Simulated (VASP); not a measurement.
Input of a VASP 6.6.1 run:

File INCAR:

```
SYSTEM = ZnSe
ALGO = Normal ; EDIFF = 1E-6
EDIFFG = -0.005 ; ENCUT = 600
GGA = PE ; IBRION = 2
ISIF = 3 ; ISMEAR = 0
IVDW = 12 ; LASPH = .TRUE.
LCHARG = .FALSE. ; LREAL = .FALSE.
LWAVE = .FALSE. ; NELM = 100
NSW = 100 ; PREC = Accurate
SIGMA = 0.02
```

The input KPOINTS:

```
k-points
0
G
  8 8 8
  0 0 0
```

The input POSCAR:

```
ZnSe
1.0
    0.0000000000      2.8338000000      2.8338000000
    2.8338000000      0.0000000000      2.8338000000
    2.8338000000      2.8338000000      0.0000000000
Zn Se
1 1
Direct
    0.0000000000      0.0000000000      0.0000000000
    0.7500000000      0.7500000000      0.7500000000
```

Potentials or basis: VASP PAW PBE potentials, release 64 (Zn, Se).

Command:

```bash
$ cat potpaw_PBE.64/Zn/POTCAR potpaw_PBE.64/Se/POTCAR > POTCAR
$ mpirun -np 1 vasp_std > vasp.out
```

**Question.** Predict the band gap on the k mesh.

**Answer.** 1.31 eV, direct.

**Question.** What does it give for the space group after relaxing (to 0.05 Å)?

**Answer.** F-43m (No. 216).

**Question.** Predict the dispersion energy per atom.

**Answer.** -0.324 eV.

Final structure:
```
CELL_PARAMETERS angstrom
0.00000 2.83021 2.83021
2.83021 0.00000 2.83021
2.83021 2.83021 0.00000
ATOMIC_POSITIONS crystal
Zn 0.00000 0.00000 0.00000
Se 0.75000 0.75000 0.75000
```

A hybrid or GW would open this gap; PBE tends to underestimate it.
